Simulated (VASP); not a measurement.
# CdBiO4 (P4/mmm) in VASP: notebook, part 2 of 2

VASP 6.6.1. The steps go on from the part before.

## Step 3: Single point, PBE

This run uses another cell than the first one, of 12.95 Å³/atom.

INCAR reads:

```
SYSTEM = CdBiO4
PREC = Accurate
ENCUT = 520
EDIFF = 1E-6
ISMEAR = 0
SIGMA = 0.1
LREAL = .False.
LASPH = .True.
NELM = 100
ALGO = Fast
ISIF = 2
LWAVE = .False.
LCHARG = .False.
GGA = PE
NBANDS = 34
```

KPOINTS reads:

```
regular mesh
0
Gamma
  12 12 6
  0 0 0
```

POSCAR reads:

```
CdBiO4
1.0
    3.3516470897      0.0000000000      0.0000000000
    0.0000000000      3.3516470897      0.0000000000
    0.0000000000      0.0000000000      6.9186980552
Cd Bi O
1 1 4
Direct
    0.0000000000      0.0000000000      0.0000000000
    0.5000000000      0.5000000000      0.5000000000
    0.5000000000      0.5000000000      0.1063965079
    0.0000000000      0.0000000000      0.6667541760
    0.0000000000      0.0000000000      0.3332458240
    0.5000000000      0.5000000000      0.8936034921
```

Potentials or basis: VASP PAW PBE potentials, release 64 (Cd, Bi_d, O).

The run is started by

```
cat potpaw_PBE.64/Cd/POTCAR potpaw_PBE.64/Bi_d/POTCAR potpaw_PBE.64/O/POTCAR > POTCAR
mpirun -np 1 vasp_std > vasp.out
```

OUTCAR:

```text
SYSTEM = CdBiO4
   PREC = Accurate
   ENCUT = 520
   EDIFF = 1E-6
   ISMEAR = 0
   LREAL = .False.
   LASPH = .True.
   NELM = 100
   ISIF = 2
   GGA = PE

 ion  position               nearest neighbor table
   1  0.000  0.000  0.000-   4 2.31   5 2.31   3 2.48   6 2.48   3 2.48   6 2.48   3 2.48   6 2.48
                             3 2.48   6 2.48
   2  0.500  0.500  0.500-   4 2.64   5 2.64   4 2.64   5 2.64   4 2.64   5 2.64   4 2.64   5 2.64
                             3 2.72   6 2.72
   3  0.500  0.500  0.106-   6 1.47   1 2.48   1 2.48   1 2.48   1 2.48   2 2.72
   4  0.000  0.000  0.667-   1 2.31   2 2.64   2 2.64   2 2.64   2 2.64
   5  0.000  0.000  0.333-   1 2.31   2 2.64   2 2.64   2 2.64   2 2.64
   6  0.500  0.500  0.894-   3 1.47   1 2.48   1 2.48   1 2.48   1 2.48   2 2.72

  LATTYP: Found a simple tetragonal cell.
 ALAT       =     3.3516470897
 C/A-ratio  =     2.0642680658

  Lattice vectors:

 A1 = (   3.3516470897,   0.0000000000,   0.0000000000)
 A2 = (   0.0000000000,   3.3516470897,   0.0000000000)
 A3 = (   0.0000000000,   0.0000000000,   6.9186980552)

Analysis of symmetry for initial positions (statically):
=====================================================================
 Subroutine PRICEL returns:
 Original cell was already a primitive cell.

 Routine SETGRP: Setting up the symmetry group for a
 simple tetragonal supercell.

 Subroutine GETGRP returns: Found 16 space group operations
 (whereof 16 operations were pure point group operations)
 out of a pool of 16 trial point group operations.

The static configuration has the point symmetry D_4h.

Analysis of symmetry for dynamics (positions and initial velocities):
=====================================================================
 Subroutine PRICEL returns:
 Original cell was already a primitive cell.

[... 136 lines left out ...]
  volume/ion in A,a.u.               =      12.95        87.42
  Fermi-wavevector in a.u.,A,eV,Ry     =   1.422606  2.688335 27.535569  2.023807
  Thomas-Fermi vector in A             =   2.543292
   LORBIT       =      0    0 simple, 1 ext, 2 COOP (PROOUT), +10 PAW based schemes
   GGA     = PE    functional components
   LHFCALC =     F    Hartree Fock is set to
   AEXX    =    0.0000 exact exchange contribution
   IVDW    =     0    specifies the selected vdW correction
   LEPSILON=     F    determine dielectric tensor
   LRPA    =     F    only Hartree local field effects (RPA)
 non-spin polarized calculation
 RMM-DIIS sequential band-by-band and
 Gauss-broadening in eV      SIGMA  =   0.10
  energy-cutoff  :      520.00
  volume of cell :       77.72
 maximum number of plane-waves:      2118
 NGX is ok and might be reduce to    28
   NGX = 13   NGY = 13   NGZ = 25

 number of electron      51.0000006 magnetization

 Free energy of the ion-electron system (eV)
  ---------------------------------------------------
  ext. energy  EPLUGINS =         0.00000000
  ---------------------------------------------------
  free energy    TOTEN  =       -26.10676745 eV

  energy without entropy =      -26.06665142  energy(sigma->0) =      -26.08670943

 E-fermi :   4.3997     XC(G=0): -11.2521

 val. band max:        4.3996558810   @ k =   0.1667   0.0000   0.0000
 cond. band min:       4.4000425937   @ k =   0.4167   0.1667   0.3333
 fundamental gap:      0.0003867127
 Fermi energy:         4.3996741742

 k-point     1 :       0.0000    0.0000    0.0000
  band No.  band energies     occupation
      1     -18.5338      2.00000
      2     -18.4937      2.00000
      3     -18.3263      2.00000
      4     -18.3263      2.00000
      5     -18.2418      2.00000
      6     -17.3608      2.00000
[... 877 lines left out ...]
     33      14.1151      0.00000
     34      16.1655      0.00000

 [... further k-points ...]

------------------------ aborting loop because EDIFF is reached ----------------------------------------

  FORCE on cell =-STRESS in cart. coord.  units (eV):
  Direction    XX          YY          ZZ          XY          YZ          ZX
  --------------------------------------------------------------------------------------
  -------------------------------------------------------------------------------------
  Total        0.2040423      0.2040423      0.5169109      0.0000000      0.0000000      0.0000000
  in kB        4.2061991      4.2061991     10.6557827      0.0000000      0.0000000      0.0000000
  external PRESSURE =       6.3560603 kB  Pullay stress =       0.0000000 kB

 VOLUME and BASIS-vectors are now :
 -----------------------------------------------------------------------------
  energy-cutoff  :      520.00
  volume of cell :       77.72
      direct lattice vectors                 reciprocal lattice vectors
     3.351647090  0.000000000  0.000000000     0.298360768  0.000000000  0.000000000
     0.000000000  3.351647090  0.000000000     0.000000000  0.298360768  0.000000000
     0.000000000  0.000000000  6.918698055     0.000000000  0.000000000  0.144535864

 POSITION                                       TOTAL-FORCE (eV/Angst)
 -----------------------------------------------------------------------------------
      0.00000      0.00000      0.00000         0.000000     -0.000000      0.000000
      1.67582      1.67582      3.45935         0.000000     -0.000000      0.000000
      1.67582      1.67582      0.73613         0.000000     -0.000000      0.256757
      0.00000      0.00000      4.61307         0.000000      0.000000     -0.057252
      0.00000      0.00000      2.30563        -0.000000      0.000000      0.057252
      1.67582      1.67582      6.18257         0.000000     -0.000000     -0.256757
 -----------------------------------------------------------------------------------
    total drift:                                0.000000      0.000000      0.000000

  FREE ENERGIE OF THE ION-ELECTRON SYSTEM (eV)
  ---------------------------------------------------
  free  energy   TOTEN  =       -26.1067674505 eV

  energy  without entropy=      -26.0666514165  energy(sigma->0) =      -26.08670943
```

stdout:

```text
POSCAR found type information on POSCAR CdBiO
 POSCAR found :  3 types and       6 ions
 scaLAPACK will be used
 LDA part: xc-table for (Slater+PW92), standard interpolation
 POSCAR, INCAR and KPOINTS ok, starting setup
 FFT: planning ... GRIDC
 FFT: planning ... GRID_SOFT
 FFT: planning ... GRID
 WAVECAR not read
 entering main loop
WARNING in EDDRMM: call to ZHEGV failed, returncode =   6  3     32
```

It took 7.5 min on 1 thread of Oxide Virtual Turin-like, shared host; peak memory 0.36 GiB.

Results:

```
Free energy            : -26.1068 eV
Pressure               : 0.6 GPa
Largest force          : 0.257 eV/Å
Band gap on the k mesh : zero (an odd number of electrons rules out a gap without spin polarisation)
```

Forces on the atoms (eV/Å):
```
Cd   0.000  0.000  0.000
Bi   0.000  0.000  0.000
O    0.000  0.000  0.257
O    0.000  0.000 -0.057
O    0.000  0.000  0.057
O    0.000  0.000 -0.257
```

Caveat: spin-orbit coupling is left out, which moves the levels of the heavy elements; an odd number of electrons without spin polarisation forces a metal; a magnetic or distorted state may lie lower.

## Step 4: Relaxation of cell and atoms, PBE

This run uses another cell than the first one, of 12.98 Å³/atom.

INCAR reads:

```
SYSTEM = CdBiO4
ALGO     = Normal         ! electronic algorithm
EDIFF    = 1E-7           ! SCF threshold, eV
EDIFFG   = -0.04          ! ionic threshold
ENCUT    = 600            ! plane-wave cutoff, eV
GGA      = PE             ! functional
IBRION   = 2              ! ionic algorithm
ISIF     = 3              ! what is computed and relaxed
ISMEAR   = 0              ! smearing method
LASPH    = .TRUE.         ! aspherical terms in the spheres
LCHARG   = .FALSE.        ! write CHGCAR
LREAL    = .FALSE.        ! projectors in reciprocal space
LWAVE    = .FALSE.        ! write WAVECAR
NELM     = 80             ! most SCF steps
NSW      = 90             ! ionic steps
PREC     = Accurate       ! precision mode
SIGMA    = 0.1            ! smearing width, eV
```

KPOINTS reads:

```
k-points
0
G
  6 6 4
  0 0 0
```

POSCAR reads:

```
CdBiO4
1.0
    3.3548980413      0.0000000000      0.0000000000
    0.0000000000      3.3548980413      0.0000000000
    0.0000000000      0.0000000000      6.9215850217
Cd Bi O
1 1 4
Direct
    0.0000000000      0.0000000000      0.0000000000
    0.5000000000      0.5000000000      0.5000000000
    0.5000000000      0.5000000000      0.1059713358
    0.0000000000      0.0000000000      0.6672007144
    0.0000000000      0.0000000000      0.3327992856
    0.5000000000      0.5000000000      0.8940286642
```

The run is started by

```
cat potpaw_PBE.64/Cd/POTCAR potpaw_PBE.64/Bi_d/POTCAR potpaw_PBE.64/O/POTCAR > POTCAR
mpirun -np 1 vasp_std > vasp.out
```

Wall time 8.8 min (1 thread of Oxide Virtual Turin-like, shared host); peak memory 0.23 GiB.

The run converged. Its results:

```yaml
Free_energy: -26.1151 eV
Relaxed_volume: 12.92 Å³/atom
Relaxed_cell: a = 3.348 Å, b = 3.348 Å, c = 6.918 Å, α = 90.00°, β = 90.00°, γ = 90.00°
Space_group_after_relaxing_to_0.1_Å: P4/mmm (No. 123)
Energy_gained_by_relaxing: 0.6 meV/atom
Ionic_steps: 5
Pressure_after_relaxing: 0.3 GPa
Largest_force_after_relaxing: 0.024 eV/Å
Band_gap_on_the_k_mesh: zero (an odd number of electrons rules out a gap without spin polarisation)
```

Forces on the atoms (eV/Å):
```
Cd   0.000  0.000  0.000
Bi   0.000  0.000  0.000
O    0.000  0.000 -0.024
O    0.000  0.000 -0.016
O    0.000  0.000  0.016
O    0.000  0.000  0.024
```

Stress tensor (GPa, compression positive):
```
0.28 0.00 0.00
0.00 0.28 0.00
0.00 0.00 0.43
```

Step by step:
```tsv
step	energy change (eV)	largest force (eV/Å)	pressure (GPa)	volume (Å³)
1	0.0000	0.2997	0.37	77.90
2	0.0007	0.3136	-0.93	78.24
3	-0.0024	0.1003	-0.26	78.06
4	-0.0033	0.0729	-0.06	77.89
5	-0.0037	0.0242	0.33	77.55
```

Final structure:
```cif
data_structure
_symmetry_space_group_name_H-M 'P 1'
_symmetry_Int_Tables_number 1
_cell_length_a 3.3481
_cell_length_b 3.3481
_cell_length_c 6.9178
_cell_angle_alpha 90.000
_cell_angle_beta 90.000
_cell_angle_gamma 90.000
_cell_volume 77.55
loop_
_atom_site_label
_atom_site_type_symbol
_atom_site_fract_x
_atom_site_fract_y
_atom_site_fract_z
_atom_site_occupancy
Cd1 Cd 0.00000 0.00000 0.00000 1
Bi1 Bi 0.50000 0.50000 0.50000 1
O1 O 0.50000 0.50000 0.10775 1
O2 O 0.00000 0.00000 0.66502 1
O3 O 0.00000 0.00000 0.33498 1
O4 O 0.50000 0.50000 0.89225 1
```

Levels at points of the mesh, in eV from the Fermi level:
```csv
k point,band 23,band 24,band 25,band 26,band 27,band 28,band 29,band 30
"(0.00, 0.00, 0.00)",-1.16,-0.87,0.08,0.08,0.63,2.01,5.83,6.92
"(0.50, 0.00, 0.00)",-0.98,-0.47,-0.36,0.17,1.47,2.98,5.46,5.79
"(0.50, 0.50, 0.00)",-2.16,-0.63,-0.07,-0.07,1.35,3.88,3.88,4.45
"(0.00, 0.00, 0.50)",-0.97,-0.97,-0.04,-0.04,2.20,3.17,4.20,6.96
"(0.50, 0.00, 0.50)",-1.07,-0.39,-0.34,0.14,1.66,4.12,5.04,5.53
"(0.50, 0.50, 0.50)",-1.75,-0.76,-0.38,-0.38,3.55,3.94,3.94,4.30
```

Caveat: spin-orbit coupling is left out, which moves the levels of the heavy elements; an odd number of electrons without spin polarisation forces a metal; a magnetic or distorted state may lie lower.

## Step 5: Summary

| task | cell | k mesh | cutoff (eV) | gap on the mesh (eV) | pressure (GPa) | relaxed volume (Å³/atom) | largest force (eV/Å) |
| --- | --- | --- | --- | --- | --- | --- | --- |
| relaxation of cell and atoms | relaxed from a = 3.006, b = 3.006, c = 10.513 Å, 6 atoms, atomic positions A | 6 × 6 × 2 | 600 | none | 0.2 | 12.99 | 0.03 |
| single point | a = 3.352, b = 3.352, c = 6.919 Å, 6 atoms, atomic positions B | 12 × 12 × 6 | 520 | none | 0.6 | - | 0.26 |
| relaxation of cell and atoms | relaxed from a = 3.355, b = 3.355, c = 6.922 Å, 6 atoms, atomic positions C | 6 × 6 × 4 | 600 | none | 0.3 | 12.92 | 0.02 |

Alike in all rows: level PBE; potentials or basis VASP PAW PBE potentials, release 64 (Cd, Bi_d, O); no spin polarisation; smearing gaussian 0.1 eV.

Caveats: spin-orbit coupling is left out, which moves the levels of the heavy elements; an odd number of electrons without spin polarisation forces a metal; a magnetic or distorted state may lie lower; the volume moved by over 15 % at a fixed basis, so the end points are rough (at least some runs).

Total energies depend on the potentials used, so only differences within one code and one set of settings carry meaning.

The gap in the log of VASP goes by the Fermi energy; the results here count the filled bands.